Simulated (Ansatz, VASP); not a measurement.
# C: VASP beside Ansatz

```
C
1.0
     2.43400    0.00000    0.00000
    -1.21700    2.10791    0.00000
     0.00000    0.00000   11.67720
C
12
Direct
  0.00000 0.00000 0.18686
  0.00000 0.00000 0.68686
  0.00000 0.00000 0.31314
  0.00000 0.00000 0.81314
  0.33333 0.66667 0.52077
  0.66667 0.33333 0.02077
  0.33333 0.66667 0.97923
  0.66667 0.33333 0.47923
  0.33333 0.66667 0.64506
  0.66667 0.33333 0.14506
  0.33333 0.66667 0.85494
  0.66667 0.33333 0.35494
```

Alike in both runs: task single point; functional LDA; k mesh 12 × 12 × 2; occupations gaussian, width 0.05 eV; no spin polarisation.

|  | VASP | Ansatz |
| --- | --- | --- |
| version | VASP 6.6.1 | Ansatz 0.2.0 |
| potentials or method | VASP PAW LDA potentials, release 64 (C), cutoff 520 eV | scalar-relativistic, plane waves, PAW |
| valence electrons in the cell | 48 | 48 |

```tsv
	VASP	Ansatz	Ansatz less VASP
gap on the k mesh at the Fermi level (eV)	4.48	4.49	+0.015
least direct gap on the mesh (eV)	5.31	5.31	+0.001
rms of the force components (eV/Å)	0.184	0.180	-0.0042
```

Ansatz warns that its potentials were made for another functional, while VASP's fit it. LDA's correlation is that of Perdew and Zunger in VASP and of Perdew and Wang (1992) in Ansatz. Atom by atom the forces differ by 0.004 eV/Å (rms over components).
